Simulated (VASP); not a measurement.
La: relaxation of cell and atoms with PBEsol

La:

```
La
1.0
     3.75000    0.00000    0.00000
    -1.87500    3.24760    0.00000
     0.00000    0.00000    6.07000
La
2
Direct
  0.66667 0.33333 0.75000
  0.33333 0.66667 0.25000
```

| Item | Value |
| --- | --- |
| Program | VASP 6.6.1 |
| Task | relaxation of cell and atoms |
| Functional | PBEsol |
| Potentials or basis | VASP PAW PBE potentials, release 64 (La) |
| Cutoff | 600 eV |
| k mesh | 8 × 8 × 5 |
| Occupations | fermi-dirac, width 0.05 eV |
| Spin | no spin polarisation |
| Target pressure | 30 GPa |
| Dipole correction | no |
| Further INCAR settings | ALGO = Normal; EDIFF = 1e-07; IBRION = 2; EDIFFG = -0.01; NSW = 60; ISIF = 3 |

```
Relaxed volume                                             : 20.78 Å³/atom
Relaxed cell                                               : a = 3.037 Å, b = 3.037 Å, c = 5.203 Å, α = 90.00°, β = 90.00°, γ = 120.00°
Space group after relaxing (to 0.1 Å)                      : P6_3/mmc (No. 194)
Energy change on relaxing (the run minimises the enthalpy) : +827.9 meV/atom
Ionic steps                                                : 15
Pressure after relaxing                                    : 30.0 GPa
Band gap on the k mesh                                     : zero (bands 11 and 12 overlap by 2.50 eV)
```

The path:
| step | energy change (eV) | largest force (eV/Å) | pressure (GPa) | volume (Å³) |
| --- | --- | --- | --- | --- |
| 1 | 0.0000 | 0.0000 | -1.43 | 73.92 |
| 2 | 22.9995 | 0.0000 | 516.11 | 20.32 |
| 3 | 0.0960 | 0.0000 | 4.22 | 60.12 |
| 4 | 0.3969 | 0.0000 | 9.77 | 53.00 |
| 5 | 1.9424 | 0.0000 | 34.76 | 40.36 |
| 6 | 1.5891 | 0.0000 | 28.71 | 42.14 |
| 7 | 1.6851 | 0.0000 | 30.51 | 41.62 |
| 8 | 1.6896 | 0.0000 | 30.51 | 41.40 |
| 9 | 1.7068 | 0.0000 | 30.92 | 41.29 |
| 10 | 1.7023 | 0.0000 | 30.82 | 41.32 |
| 11 | 1.7010 | 0.0000 | 30.64 | 41.32 |
| 12 | 1.6129 | 0.0000 | 29.22 | 41.80 |
| 13 | 1.6572 | 0.0000 | 30.01 | 41.56 |
| 14 | 1.6563 | 0.0000 | 29.99 | 41.56 |
| 15 | 1.6559 | 0.0000 | 29.99 | 41.56 |

Final structure:
```yaml
crystal:
  lattice:
    - [3.03719, 0.00000, 0.00000]
    - [-1.51860, 2.63028, 0.00000]
    - [0.00000, 0.00000, 5.20270]
  atoms:
    - { symbol: La, position: [0.66667, 0.33333, 0.75000] }
    - { symbol: La, position: [0.33333, 0.66667, 0.25000] }
```

Levels at points of the mesh, in eV from the Fermi level:
| k point | band 9 | band 10 | band 11 | band 12 | band 13 | band 14 |
| --- | --- | --- | --- | --- | --- | --- |
| (0.00, 0.00, 0.00) | -2.07 | -1.20 | 0.34 | 1.58 | 1.58 | 1.64 |
| (0.50, 0.00, 0.00) | -3.62 | -2.62 | -1.46 | 1.45 | 1.59 | 1.96 |

Wall time 8.1 min on 1 thread of Intel(R) Xeon(R) Platinum 8488C (Sapphire Rapids), on a shared host, peak memory 0.26 GiB.

Caveat: the cell is relaxed towards a set pressure, so the run minimises the enthalpy, not the energy; the volume moved by over 15 % at a fixed basis, so the end points are rough; the PAW data sets were made with another functional, which shifts forces and pressure a little; spin-orbit coupling is left out, which moves the levels of the heavy elements.
